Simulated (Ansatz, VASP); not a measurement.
## TaSiO4 in VASP and in Ansatz

```
CELL_PARAMETERS angstrom
3.66455 0.00000 0.00000
-1.83227 3.17359 0.00000
0.00000 0.00000 7.26246
ATOMIC_POSITIONS crystal
Ta 0.00000 0.00000 0.50000
Si 0.00000 0.00000 0.00000
O 0.00000 0.00000 0.78365
O 0.00000 0.00000 0.21635
O 0.33333 0.66667 0.50000
O 0.66667 0.33333 0.50000
```

Alike in both runs: functional PBE; k mesh 6 × 6 × 4; occupations gaussian, width 0.1 eV; no spin polarisation.

Ansatz relaxed the structure, and its values are those at the end. VASP's run is a single point on that final structure, the one shown.

|  | VASP | Ansatz |
| --- | --- | --- |
| version | VASP 6.6.1 | Ansatz 0.2.0 |
| potentials or method | VASP PAW PBE potentials, release 64 (Ta_sv_GW, Si, O), cutoff 600 eV | scalar-relativistic, plane waves, PAW |
| valence electrons in the cell | 41 | 41 |

```tsv
	VASP	Ansatz	Ansatz less VASP
gap on the k mesh at the Fermi level (eV)	none	none	-
pressure (GPa)	0.0	0.0	+0.05
rms of the force components (eV/Å)	0.039	0.001	-0.0385
```

A gap of «none» marks a metal or a gap that the smearing closes. The functional is the same, so the differences come from potentials, cutoffs and numerics.

Spin-orbit coupling is off throughout.
